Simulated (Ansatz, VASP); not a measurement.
SiO2 in VASP and in Ansatz

```
Si O
1.0
     5.09930    0.00000    0.00000
    -2.54965    4.41613    0.00000
     0.00000    0.00000    8.62857
Si O
4 8
Direct
  0.66667 0.33333 0.93720
  0.66667 0.33333 0.56280
  0.33333 0.66667 0.06280
  0.33333 0.66667 0.43720
  0.00000 0.41738 0.00000
  0.41738 0.41738 0.50000
  0.58262 0.00000 0.50000
  0.58262 0.58262 0.00000
  0.00000 0.58262 0.50000
  0.66667 0.33333 0.75000
  0.33333 0.66667 0.25000
  0.41738 0.00000 0.00000
```

Alike in both runs: task single point; functional PBE; k mesh 6 × 6 × 4; occupations gaussian, width 0.02 eV; no spin polarisation.

|  | VASP | Ansatz |
| --- | --- | --- |
| version | VASP 6.6.1 | Ansatz 0.2.0 |
| potentials or method | VASP PAW PBE potentials, release 64 (Si, O), cutoff 520 eV | scalar-relativistic, plane waves, PAW |
| valence electrons in the cell | 64 | 64 |

VASP gave:

* gap on the k mesh at the Fermi level (eV): 5.46
* least direct gap on the mesh (eV): 5.51
* pressure (GPa): 0.1
* rms of the force components (eV/Å): 0.004

Q: Estimate Ansatz's values.

A: gap on the k mesh at the Fermi level (eV): 5.46; least direct gap on the mesh (eV): 5.51; pressure (GPa): 0.0; rms of the force components (eV/Å): 0.001.

Atom by atom the forces differ by 0.005 eV/Å (rms over components). With one functional, cell and mesh, what is left measures potentials, basis and numerics.
